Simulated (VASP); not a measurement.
Crystal: AgI.

```
CELL_PARAMETERS angstrom
4.41833 0.00000 0.00000
-2.20916 3.82638 0.00000
0.00000 0.00000 7.21933
ATOMIC_POSITIONS crystal
Ag 0.33333 0.66667 0.00029
Ag 0.66667 0.33333 0.50029
I 0.33333 0.66667 0.37471
I 0.66667 0.33333 0.87471
```

This cell differs from its parent crystal: strain -5.0%.

Base run:

- Program: VASP 6.6.1
- Functional: r2SCAN
- Potentials or basis: VASP PAW PBE potentials, release 64 (Ag, I)
- Cutoff: 550 eV
- k mesh: 6 × 6 × 4
- Occupations: gaussian, width 0.01 eV
- Spin: no spin polarisation

Its results: band gap on the k mesh 1.86 eV; pressure 6.5 GPa.

Question: The run is repeated on the same cell with these changes: functional from r2SCAN to PBE; cutoff from 550 eV to 500 eV; occupations from gaussian, width 0.01 eV to fermi-dirac, width 0.02 eV. What comes out?

Answer: Band gap on the k mesh 1.39 eV; pressure 7.3 GPa.

Caveats: the cell stands under pressure; spin-orbit coupling is left out, which moves the levels of the heavy elements; the PAW data sets were made with another functional, which shifts forces and pressure a little (at least some runs).

